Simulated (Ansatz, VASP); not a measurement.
**Bi in VASP and in Ansatz**

Contents of INCAR:

```
PREC = Accurate
ENCUT = 600
EDIFF = 1E-6
ISMEAR = -1
SIGMA = 0.05
LREAL = F
LASPH = T
NELM = 80
ALGO = Normal
ISIF = 3
LWAVE = F
LCHARG = F
GGA = PS
IVDW = 13
IBRION = 2
NSW = 80
EDIFFG = -0.005
```

Contents of KPOINTS:

```
regular mesh
0
Gamma
  9 9 9
```

POSCAR

```
Bi
1.0
   -1.9814305318      1.9814305318      1.9814305318
    1.9814305318     -1.9814305318      1.9814305318
    1.9814305318      1.9814305318     -1.9814305318
Bi
1
Direct
    0.0000000000      0.0000000000      0.0000000000
```

input.yaml

```yaml
crystal:
  lattice:
    - [-1.9814305318, 1.9814305318, 1.9814305318]
    - [1.9814305318, -1.9814305318, 1.9814305318]
    - [1.9814305318, 1.9814305318, -1.9814305318]
  atoms:
    - { symbol: Bi, position: [0.0, 0.0, 0.0] }
kpoints:
  mp_grid: { grid: [9, 9, 9] }
scf:
  occupations: { method: fermi_dirac, width: 0.05 }
hamiltonian:
  xc: pbesol
  dispersion: d4
  pseudopotentials: { kind: all_electron, lapw: { basis_error: 0.001 } }
output:
  forces: true
  stress: true
relax:
  f_tol: 0.005
  max_steps: 60
  cell: {}
```

Alike in both runs: task relaxation of cell and atoms; functional PBEsol; dispersion D4; k mesh 9 × 9 × 9; occupations fermi-dirac, width 0.05 eV; no spin polarisation.

|  | VASP | Ansatz |
| --- | --- | --- |
| version | VASP 6.6.1 | Ansatz 0.2.0 |
| potentials or method | VASP PAW PBE potentials, release 64 (Bi_d), cutoff 600 eV | all-electron LAPW, scalar-relativistic |

|  | VASP | Ansatz | Ansatz less VASP |
| --- | --- | --- | --- |
| relaxed volume (Å³/atom) | 29.18 | 29.18 | +0.002 |
| relaxed cell length with the largest relative difference (Å) | 3.359 | 3.359 | +0.0001 |

VASP's potentials were made for PBE, not for PBEsol. Ansatz ran all-electron here, and VASP with PAW potentials.

Neither program's run includes spin-orbit coupling.
